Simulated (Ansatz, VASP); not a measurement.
One calculation of GaN, two programs

INCAR

```
SYSTEM = GaN
PREC     = Accurate       ! precision mode
ENCUT    = 520            ! plane-wave cutoff, eV
EDIFF    = 1E-6           ! SCF threshold, eV
ISMEAR   = -1             ! smearing method
SIGMA    = 0.02           ! smearing width, eV
LREAL    = .False.        ! projectors in reciprocal space
LASPH    = .True.         ! aspherical terms in the spheres
NELM     = 80             ! most SCF steps
ALGO     = Normal         ! electronic algorithm
ISIF     = 2              ! what is computed and relaxed
LWAVE    = .False.        ! write WAVECAR
LCHARG   = .True.         ! write CHGCAR
GGA      = PE             ! functional
LELF     = .True.         ! ELF
LVHAR    = .True.       
NBANDS   = 16             ! bands
```

The input KPOINTS:

```
Automatic mesh
0
Gamma
  10 10 10
  0 0 0
```

The input POSCAR:

```
GaN
1.0
   -0.0727059848      2.1201498589      2.1201498589
    2.1201498589     -0.0727059848      2.1201498589
    2.1201498589      2.1201498589     -0.0727059848
Ga N
1 1
Direct
    0.0000000000      0.0000000000      0.0000000000
    0.5000000000      0.5000000000      0.5000000000
```

Input for Ansatz:

```yaml
crystal:
  lattice:
    - [-0.0727059848, 2.1201498589, 2.1201498589]
    - [2.1201498589, -0.0727059848, 2.1201498589]
    - [2.1201498589, 2.1201498589, -0.0727059848]
  atoms:
    - { symbol: Ga, position: [0.0, 0.0, 0.0] }
    - { symbol: "N", position: [0.5, 0.5, 0.5] }
kpoints:
  mp_grid: { grid: [10, 10, 10] }
  band_path:
    path:
      - [0.0, 0.0, 0.0]
      - [0.5, 0.0, 0.5]
      - [0.625, 0.25, 0.625]
      - [0.375, 0.375, 0.75]
      - [0.5, 0.5, 0.5]
      - [0.5, 0.25, 0.75]
      - [0.0, 0.169271, -0.169271]
      - [0.0, 0.5, 0.5]
    npoints: 1
hamiltonian:
  xc: pbe
scf:
  occupations: { method: fermi_dirac, width: 0.02 }
  n_extra_bands: 4
output:
  forces: true
  stress: true
  eigenvalues: true
```

Change from the starting cell: epitaxial_111 strain +4.0%.

Alike in both runs: task single point; functional PBE; k mesh 10 × 10 × 10; occupations fermi-dirac, width 0.02 eV; no spin polarisation.

```csv
,VASP,Ansatz
version,VASP 6.6.1,Ansatz 0.2.0
potentials or method,"VASP PAW PBE potentials, release 64 (Ga_d, N)","plane waves, PAW"
plane-wave cutoff (eV),520,420
valence electrons in the cell,18,18
```

VASP gave:

| Item | Value |
| --- | --- |
| pressure (GPa) | -5.0 |
| traceless stress, the component that is largest in VASP (GPa) | 6.28 |

Which values does Ansatz return?

Pressure (GPa): -5.7; traceless stress, the component that is largest in VASP (GPa): 6.29.

The functional is the same, so the differences come from potentials, cutoffs and numerics.
